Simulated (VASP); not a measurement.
Set up this calculation in VASP 6.6.1, as the native input.

```
Task                   : single point
Functional             : PBE
Potentials or basis    : VASP PAW PBE potentials, release 64 (Li_sv, Cu)
Cutoff                 : 520 eV
k mesh                 : 12 × 12 × 2
Occupations            : gaussian, width 0.2 eV
Spin                   : no spin polarisation
Dipole correction      : no
Further INCAR settings : ALGO = Fast; EDIFF = 1e-07; NBANDS = 26
```

The structure of Li2Cu lies in POSCAR:

```
Li2Cu
1.0
    2.7044349721      0.0000000000      0.0000000000
   -1.3522174860      2.3421093887      0.0000000000
    0.0000000000      0.0000000000     13.6214350940
Li Cu
4 2
Direct
    0.6666666667      0.3333333333      0.3447575713
    0.6666666667      0.3333333333      0.8447575713
    0.3333333333      0.6666666667      0.1552424287
    0.3333333333      0.6666666667      0.6552424287
    0.0000000000      1.0000000000      0.5000000000
    0.0000000000      0.0000000000      1.0000000000
```

One way to write it, as run:

INCAR

```
PREC = Accurate
ENCUT = 520
EDIFF = 1E-7
ISMEAR = 0
SIGMA = 0.2
LREAL = False
LASPH = True
NELM = 80
ALGO = Fast
ISIF = 2
LWAVE = False
LCHARG = True
GGA = PE
LELF = True
LVHAR = True
NBANDS = 26
```

KPOINTS

```
Automatic mesh
0
Gamma
  12 12 2
```

Potentials or basis: VASP PAW PBE potentials, release 64 (Li_sv, Cu).

Launch:

```console
$ cat potpaw_PBE.64/Li_sv/POTCAR potpaw_PBE.64/Cu/POTCAR > POTCAR
$ mpirun -np 1 vasp_std > vasp.out
```

It gave:

The largest force is 0.010 eV/Å and the band gap on the k mesh is zero (band 17 reaches 5.68 eV, above the bottom of band 18 at 0.90 eV).

Run time: 3.5 min on 1 thread of AMD EPYC 7R13 Processor (Zen 3), on a shared host, peak memory 0.2 GiB.
